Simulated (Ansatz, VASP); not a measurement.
# Br in VASP and in Ansatz

```xyz
2
Lattice="0.0000 3.1866 3.1866 3.1866 0.0000 3.1866 3.1866 3.1866 0.0000" Properties=species:S:1:pos:R:3 pbc="T T T"
Br   -0.7966   -0.7966   -0.7966
Br    0.7966    0.7966    0.7966
```

Change from the starting cell: volume scaled by 0.85, PAW files.

Alike in both runs: task single point; functional LDA; k mesh 11 × 11 × 11; occupations fermi-dirac, width 0.08 eV; no spin polarisation.

|  | VASP | Ansatz |
| --- | --- | --- |
| version | VASP 6.6.1 | Ansatz 0.2.0 |
| potentials or method | VASP PAW LDA potentials, release 64 (Br) | PAW with Ansatz's default frozen-core files, scalar-relativistic |
| plane-wave cutoff (eV) | 520 | 420 |
| valence electrons in the cell | 14 | 14 |

Ansatz gave:

| Property | Result |
| --- | --- |
| pressure (GPa) | 5.2 |

Estimate VASP's values.

pressure (GPa): 5.3.

LDA's correlation is that of Perdew and Zunger in VASP and of Perdew and Wang (1992) in Ansatz.
